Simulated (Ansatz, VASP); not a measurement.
**One calculation of C, two programs**

```xyz
2
Lattice="0.0000 1.7801 1.7801 1.7801 0.0000 1.7801 1.7801 1.7801 0.0000" Properties=species:S:1:pos:R:3 pbc="T T T"
C     1.7801    1.7801    1.7801
C     2.6702    2.6702    2.6702
```

Alike in both runs: task single point; functional r2SCAN; k mesh 12 × 12 × 12; occupations gaussian, width 0.05 eV; no spin polarisation.

|  | VASP | Ansatz |
| --- | --- | --- |
| version | VASP 6.6.1 | Ansatz 0.2.0 |
| potentials or method | VASP PAW PBE potentials, release 64 (C), cutoff 520 eV | scalar-relativistic, plane waves, PAW |
| valence electrons in the cell | 8 | 8 |

VASP gave:

* gap on the k mesh at the Fermi level (eV): 4.36
* least direct gap on the mesh (eV): 5.85
* pressure (GPa): 1.1

**Question.** Which values does Ansatz return?

**Answer.** gap on the k mesh at the Fermi level (eV): 4.39; least direct gap on the mesh (eV): 5.90; pressure (GPa): 0.0.

VASP's potentials were made for PBE, not for r2SCAN.
